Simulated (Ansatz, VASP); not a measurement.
## Ta2H: VASP beside Ansatz

```
Ta H
1.0
     1.68537   -2.32306    0.00000
     1.68537    2.32306    0.00000
     0.00000    0.00000    4.66143
Ta H
2 1
Direct
  0.00000 0.50000 0.26457
  0.50000 0.00000 0.73543
  0.00000 0.00000 0.00000
```

Alike in both runs: task single point; functional r2SCAN; k mesh 12 × 12 × 8; occupations gaussian, width 0.05 eV; no spin polarisation.

```csv
,VASP,Ansatz
version,VASP 6.6.1,Ansatz 0.2.0
potentials or method,"VASP PAW PBE potentials, release 64 (Ta_pv, H), cutoff 520 eV","scalar-relativistic, plane waves, PAW"
valence electrons in the cell,23,27
```

Ansatz gave:

```
gap on the k mesh at the Fermi level (eV)                     : none
pressure (GPa)                                                : 14.2
traceless stress, the component that is largest in VASP (GPa) : -1.73
rms of the force components (eV/Å)                            : 0.057
```

Q: What did VASP give for the same quantities?

A: gap on the k mesh at the Fermi level (eV): none; pressure (GPa): 14.9; traceless stress, the component that is largest in VASP (GPa): -1.75; rms of the force components (eV/Å): 0.050.

VASP's potentials were made for PBE, not for r2SCAN. Atom by atom the forces differ by 0.007 eV/Å (rms over components). A gap of «none» marks a metal or a gap that the smearing closes. VASP's potentials hold 23 valence electrons a cell and Ansatz's 27, so a difference there can come from the potentials and not from the codes.

Neither program's run includes spin-orbit coupling.
